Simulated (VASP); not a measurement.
A run of VASP 6.6.1 is set up as follows.

INCAR

```
ALGO     = Normal         # electronic algorithm
EDIFF    = 1E-6           # SCF threshold, eV
ENCUT    = 500            # plane-wave cutoff, eV
GGA      = PE             # functional
GGA_COMPAT= F            
ISIF     = 2              # what is computed and relaxed
ISMEAR   = 0              # smearing method
LASPH    = T              # aspherical terms in the spheres
LCHARG   = T              # write CHGCAR
LELF     = T              # ELF
LREAL    = F              # projectors in reciprocal space
LVHAR    = T            
LWAVE    = F              # write WAVECAR
NBANDS   = 56             # bands
NELM     = 120            # most SCF steps
PREC     = Accurate       # precision mode
SIGMA    = 0.2            # smearing width, eV
```

File KPOINTS:

```
k-points
0
Gamma
  4 3 3
```

The input POSCAR:

```
SiGe3
1.0
    4.8716589773      0.0000000000      0.0000000000
    0.0000000000      5.7283242895      0.0000000000
    0.0000000000      0.0000000000      5.1868869640
Si Ge
2 6
Direct
    0.0000000000      0.0000000000      0.7294470250
    0.5000000000      0.5000000000      0.2705529750
    0.5000000000      0.0000000000      0.2791913098
    0.0000000000      0.5000000000      0.7208086902
    0.0000000000      0.2530722189      0.2271985799
    0.5000000000      0.2469277811      0.7728014201
    0.0000000000      0.7469277811      0.2271985799
    0.5000000000      0.7530722189      0.7728014201
```

Potentials or basis: VASP PAW PBE potentials, release 64 (Si, Ge_d).

The run is started by

```console
$ cat potpaw_PBE.64/Si/POTCAR potpaw_PBE.64/Ge_d/POTCAR > POTCAR
$ mpirun -np 1 vasp_std > vasp.out
```

(1) What does it give for the band gap on the k mesh?

(2) What does it give for the largest force?

Results:

(1) zero (bands 46 and 47 overlap by 2.68 eV).

(2) 0.009 eV/Å.

Caveat: the k points lie up to 0.40 Å⁻¹ apart, too coarse for converged energies and pressures of a metal.
